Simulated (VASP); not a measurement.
Here is a VASP 6.6.1 calculation.

File INCAR:

```
SYSTEM = CO2
PREC = Accurate
ENCUT = 910
EDIFF = 1E-6
ISMEAR = -1
SIGMA = 0.05
LREAL = Auto
LASPH = .TRUE.
NELM = 120
ALGO = Normal
ISIF = 2
LWAVE = .FALSE.
LCHARG = .TRUE.
GGA = PE
IVDW = 12
LELF = .TRUE.
LVHAR = .TRUE.
NBANDS = 63
GGA_COMPAT = .FALSE.
```

KPOINTS

```
Automatic mesh
0
G
  1 1 1
  0 0 0
```

The input POSCAR:

```
CO2
1.0
    7.5804670000      0.0000000000      0.0000000000
    0.0000000000      7.5804670000      0.0000000000
    0.0000000000      0.0000000000      7.5804670000
C O
6 12
Direct
    0.0564477096      0.6510812592      0.1510197195
    0.0468704633      0.1310473352      0.6942184433
    0.6568988428      0.4027720192      0.7467481885
    0.5169734266     -0.0305785910     -0.0409605371
    0.4911306916      0.9732513841      0.4755116011
    0.0589409597      0.2063593180      0.2285083492
    0.1723772427      0.5677882378      0.0895327425
   -0.0501156459      0.7390705612      0.2129288341
    0.0935430495      0.0171757228      0.7818119913
   -0.0247346239      0.2321492858      0.5993957892
    0.7221454826      0.3907015227      0.8872672356
    0.5862699488      0.4132067325      0.6122314100
    0.4183383425     -0.0880816446      0.0575030536
    0.6124160952      0.0128751962     -0.1477349614
    0.5865601684      1.0898009318      0.4400520443
    0.4076925604      0.8550660533      0.5168678922
   -0.0678322325      0.1742636700      0.1325643921
    0.1772977839      0.2469900601      0.3155610334
```

Potentials or basis: VASP PAW PBE potentials, release 64 (C_h, O_h).

Command:

```console
$ cat potpaw_PBE.64/C_h/POTCAR potpaw_PBE.64/O_h/POTCAR > POTCAR
$ mpirun -np 1 vasp_gam > vasp.out
```

Predict the largest force.

5.684 eV/Å.

Estimate the dispersion energy per atom.

-0.041 eV.

Estimate the pressure.

1.4 GPa.

Stress tensor (GPa, compression positive):
```
 0.77  0.43 -2.41
 0.43  1.76 -1.40
-2.41 -1.40  1.68
```

Caveat: the k points lie up to 0.83 Å⁻¹ apart; the cutoff is under 1.25 times the usual one of these potentials, so pressure, stress and relaxed cells hold a basis-set (Pulay) error.
